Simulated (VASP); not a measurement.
A run of VASP 6.6.1 is set up as follows.

The input INCAR:

```
PREC = Accurate ; ENCUT = 520
EDIFF = 1E-7 ; ISMEAR = -1
SIGMA = 0.05 ; LREAL = F
LASPH = T ; NELM = 100
ALGO = Normal ; ISIF = 2
LWAVE = F ; LCHARG = F
GGA = PE ; NBANDS = 14
```

KPOINTS

```
Automatic mesh
0
Gamma
  14 14 14
```

POSCAR

```
SiNi
1.0
    2.7816212507      0.0000000000      0.0000000000
    0.0000000000      2.7816212507      0.0000000000
    0.0000000000      0.0000000000      2.7816212507
Ni Si
1 1
Direct
    0.0000000000      0.0000000000      0.0000000000
    0.5000000000      0.5000000000      0.5000000000
```

Potentials or basis: VASP PAW PBE potentials, release 64 (Ni, Si).

The run is started by

```bash
$ cat potpaw_PBE.64/Ni/POTCAR potpaw_PBE.64/Si/POTCAR > POTCAR
$ mpirun -np 1 vasp_std > vasp.out
```

(1) Estimate the band gap on the k mesh.

(2) Estimate the pressure.

## Answers

(1) zero (band 7 reaches 15.45 eV, above the bottom of band 8 at 12.16 eV).

(2) 12.0 GPa.
